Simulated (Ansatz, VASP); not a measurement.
# Al in VASP and in Ansatz

INCAR

```
  ALGO = Fast
  EDIFF = 1E-6
  ENCUT = 520
  GGA = PS
  ISIF = 2
  ISMEAR = 0
  IVDW = 12
  LASPH = T
  LCHARG = F
  LREAL = F
  LWAVE = F
  NBANDS = 14
  NELM = 100
  PREC = Accurate
  SIGMA = 0.15
```

Contents of KPOINTS:

```
k-points
0
Gamma
  18 18 6
```

POSCAR

```
Al
1.0
    2.9315000000      0.0000000000      0.0000000000
   -1.4657500000      2.5387534712      0.0000000000
    0.0000000000      0.0000000000     11.1775000000
Al
4
Direct
    0.0000000000      0.0000000000      0.0000000000
    0.3333333333      0.6666666667      0.2500000000
    0.0000000000      0.0000000000      0.5000000000
    0.6666666667      0.3333333333      0.7500000000
```

Input for Ansatz:

```yaml
crystal:
  lattice:
    - [2.9315, 0.0, 0.0]
    - [-1.46575, 2.5387534712, 0.0]
    - [0.0, 0.0, 11.1775]
  atoms:
    - { symbol: Al, position: [0.0, 0.0, 0.0] }
    - { symbol: Al, position: [0.3333333333, 0.6666666667, 0.25] }
    - { symbol: Al, position: [0.0, 0.0, 0.5] }
    - { symbol: Al, position: [0.6666666667, 0.3333333333, 0.75] }
basis:
  ecutwfc: 420
kpoints:
  mp_grid: { grid: [18, 18, 6] }
hamiltonian:
  xc: pbesol
  pseudopotentials: { kind: paw, azcp: { folder: soft_1 } }
  dispersion: d3bj
scf:
  occupations: { method: gaussian, width: 0.15 }
output:
  forces: true
  stress: true
  eigenvalues: true
```

Alike in both runs: task single point; functional PBEsol; dispersion D3(BJ); k mesh 18 × 18 × 6; occupations gaussian, width 0.15 eV; no spin polarisation.

|  | VASP | Ansatz |
| --- | --- | --- |
| version | VASP 6.6.1 | Ansatz 0.2.0 |
| potentials or method | VASP PAW PBE potentials, release 64 (Al), cutoff 520 eV | scalar-relativistic, plane waves, PAW |
| valence electrons in the cell | 12 | 12 |

```csv
,VASP,Ansatz,Ansatz less VASP
gap on the k mesh at the Fermi level (eV),none,none,-
pressure (GPa),-12.1,-12.2,-0.03
"traceless stress, the component that is largest in VASP (GPa)",-1.78,-1.75,+0.024
```

VASP's potentials were made for PBE, not for PBEsol, and Ansatz warns of the same on its side. A gap of «none» marks a metal or a gap that the smearing closes.
